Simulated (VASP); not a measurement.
Here is a VASP 6.6.1 calculation.

File INCAR:

```
PREC = Accurate ; ENCUT = 520
EDIFF = 1E-6 ; ISMEAR = 0
SIGMA = 0.1 ; LREAL = F
LASPH = T ; NELM = 60
ALGO = Normal ; ISIF = 2
LWAVE = F ; LCHARG = T
GGA = PE ; LELF = T
LVHAR = T ; NBANDS = 21
```

The input KPOINTS:

```
regular mesh
0
Gamma
  6 6 4
```

The input POSCAR:

```
Si2C
1.0
    1.4603144553     -4.8041653456      0.0000000000
    1.4603144553      4.8041653456      0.0000000000
    0.0000000000      0.0000000000      4.7546107035
Si C
4 2
Direct
   -0.0317190244      1.0317190244      0.2500000000
    0.6892809550      0.3107190450      0.2500000000
    0.3107190450      0.6892809550      0.7500000000
    1.0317190244     -0.0317190244      0.7500000000
    0.3232940604      0.6767059396      0.2500000000
    0.6767059396      0.3232940604      0.7500000000
```

Potentials or basis: VASP PAW PBE potentials, release 64 (Si, C).

Launch:

```sh
$ cat potpaw_PBE.64/Si/POTCAR potpaw_PBE.64/C/POTCAR > POTCAR
$ mpirun -np 1 vasp_std > vasp.out
```

Q: What does it give for the largest force?

A: 0.009 eV/Å.

Q: Predict the pressure.

A: 0.1 GPa.

Q: Predict the band gap on the k mesh.

A: Zero (bands 12 and 13 overlap by 3.96 eV).

Forces on the atoms (eV/Å):
```
Si   0.000  0.008  0.000
Si   0.000 -0.009  0.000
Si   0.000  0.009  0.000
Si   0.000 -0.008  0.000
C    0.000 -0.007  0.000
C    0.000  0.007  0.000
```

Caveat: the k points lie up to 0.37 Å⁻¹ apart, too coarse for converged energies and pressures of a metal.
